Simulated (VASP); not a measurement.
The system is Os.

```
Os
1.0
     2.75221    0.00000    0.00000
    -1.37610    2.38348    0.00000
     0.00000    0.00000    4.34831
Os
2
Cartesian
  1.3761 0.7945 3.2612
  0.0000 1.5890 1.0871
```

Base run:

```yaml
Program: VASP 6.6.1
Functional: r2SCAN
Potentials_or_basis: VASP PAW PBE potentials, release 64 (Os)
Cutoff: 520 eV
k_mesh: 11 × 11 × 6
Occupations: fermi-dirac, width 0.05 eV
Spin: no spin polarisation
```

Its results: band gap on the k mesh zero (bands 8 and 9 overlap by 3.93 eV); pressure -6.3 GPa.

Q: The run is repeated on the same cell with these changes: functional from r2SCAN to PBE exchange alone; further incar settings from ALGO = Normal; EDIFF = 1e-07; NBANDS = 15 to ALGO = Fast; EDIFF = 1e-07; NBANDS = 15. What comes out?

A: Band gap on the k mesh zero (bands 8 and 9 overlap by 3.78 eV); pressure 37.1 GPa.

Caveats: spin-orbit coupling is left out, which moves the levels of the heavy elements; the cell stands under tension (at least some runs); the PAW data sets were made with another functional, which shifts forces and pressure a little (at least some runs); the cell stands under pressure (at least some runs).
